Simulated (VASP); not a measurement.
TaSi3:

```
Ta Si
1.0
     3.90156    0.00000    0.00000
     0.00000    3.90156    0.00000
     0.00000    0.00000    3.90156
Ta Si
1 3
Direct
  0.00000 0.00000 0.00000
  0.50000 0.00000 0.00000
  0.00000 0.50000 0.00000
  0.00000 0.00000 0.50000
```

| Property | Result |
| --- | --- |
| Program | VASP 6.6.1 |
| Task | relaxation of cell and atoms |
| Functional | PBE |
| Potentials or basis | VASP PAW PBE potentials, release 64 (Ta_pv, Si) |
| Cutoff | 600 eV |
| k mesh | 4 × 4 × 4 |
| Occupations | gaussian, width 0.1 eV |
| Spin | no spin polarisation |

At the start: pressure 134.1 GPa; volume 14.85 Å³/atom.

Task: How do energy, volume and symmetry change on relaxing?

Result: Over 5 steps the energy falls by 3589.6 meV/atom and the volume is 29.48 Å³/atom (+98.5 %); space group Pm-3m (No. 221, to 0.05 Å).

The path:
| step | energy change (eV) | largest force (eV/Å) | pressure (GPa) | volume (Å³) |
| --- | --- | --- | --- | --- |
| 1 | 0.0000 | 0.0000 | 134.13 | 59.39 |
| 2 | -7.0978 | 0.0000 | -9.69 | 243.11 |
| 3 | -14.3196 | 0.0000 | -2.35 | 123.02 |
| 4 | -14.3499 | 0.0000 | -1.12 | 120.26 |
| 5 | -14.3584 | 0.0000 | 0.00 | 117.91 |

Final structure:
```
CELL_PARAMETERS angstrom
4.90362 0.00000 0.00000
0.00000 4.90362 0.00000
0.00000 0.00000 4.90362
ATOMIC_POSITIONS crystal
Ta 0.00000 0.00000 0.00000
Si 0.50000 0.00000 0.00000
Si 0.00000 0.50000 0.00000
Si 0.00000 0.00000 0.50000
```

Caveat: the k points lie up to 0.32 Å⁻¹ apart in the final cell; the volume moved by over 15 % at a fixed basis, so the end points are rough.
